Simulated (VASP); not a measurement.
Set up this calculation in VASP 6.6.1, as the native input.

```
Task                   : single point
Functional             : PBE
Potentials or basis    : VASP PAW PBE potentials, release 64 (Se)
Cutoff                 : 520 eV
k mesh                 : 10 × 10 × 14
Occupations            : fermi-dirac, width 0.08 eV
Spin                   : no spin polarisation
Dipole correction      : no
Further INCAR settings : ALGO = Normal; EDIFF = 1e-06; NBANDS = 16
```

The structure of Se lies in POSCAR:

```
Se
1.0
    4.2365517064      0.0000000000      0.0000000000
   -2.1182758532      3.6689614022      0.0000000000
    0.0000000000      0.0000000000      2.4360978708
Se
3
Direct
    0.0000000000      0.0000000000      0.0000000000
    0.3333333333      0.6666666667      0.5000000000
    0.6666666667      0.3333333333      0.5000000000
```

This isn't the form of Se at room conditions, which is trigonal, of chains.

One way to write it, as run:

INCAR

```
PREC = Accurate
ENCUT = 520
EDIFF = 1E-6
ISMEAR = -1
SIGMA = 0.08
LREAL = F
LASPH = T
NELM = 100
ALGO = Normal
ISIF = 2
LWAVE = F
LCHARG = T
GGA = PE
LELF = T
LVHAR = T
NBANDS = 16
```

KPOINTS

```
regular mesh
0
Gamma
  10 10 14
```

Potentials or basis: VASP PAW PBE potentials, release 64 (Se).

Launch:

```bash
$ cat potpaw_PBE.64/Se/POTCAR > POTCAR
$ mpirun -np 1 vasp_std > vasp.out
```

Results of the run:

| Item | Value |
| --- | --- |
| Pressure | 105.5 GPa |
| Band gap on the k mesh | zero (bands 9 and 10 overlap by 9.93 eV) |

Caveat: the cell stands under pressure.

Wall time 33 s on 1 thread of Intel(R) Xeon(R) Platinum 8259CL CPU @ 2.50GHz (Skylake/Cascade Lake), on a shared host, peak memory 0.18 GiB.
